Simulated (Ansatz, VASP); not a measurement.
Mg: VASP beside Ansatz

```xyz
1
Lattice="-1.8731 1.8731 1.6373 1.8731 -1.8731 1.6373 1.8731 1.8731 -1.6373" Properties=species:S:1:pos:R:3 pbc="T T T"
Mg    0.0000    0.0000    0.0000
```

Alike in both runs: task single point; functional PBE; k mesh 20 × 20 × 20; occupations gaussian, width 0.15 eV; no spin polarisation.

|  | VASP | Ansatz |
| --- | --- | --- |
| version | VASP 6.6.1 | Ansatz 0.2.0 |
| potentials or method | VASP PAW PBE potentials, release 64 (Mg), cutoff 520 eV | scalar-relativistic, plane waves, PAW |
| valence electrons in the cell | 2 | 10 |

VASP gave:

| Item | Value |
| --- | --- |
| gap on the k mesh at the Fermi level (eV) | none |
| pressure (GPa) | 0.1 |
| traceless stress, the component that is largest in VASP (GPa) | 0.60 |

Which values does Ansatz return?

gap on the k mesh at the Fermi level (eV): none; pressure (GPa): 0.2; traceless stress, the component that is largest in VASP (GPa): 0.61.

A gap of «none» marks a metal or a gap that the smearing closes. VASP's potentials hold 2 valence electrons a cell and Ansatz's 10, so a difference there can come from the potentials and not from the codes.
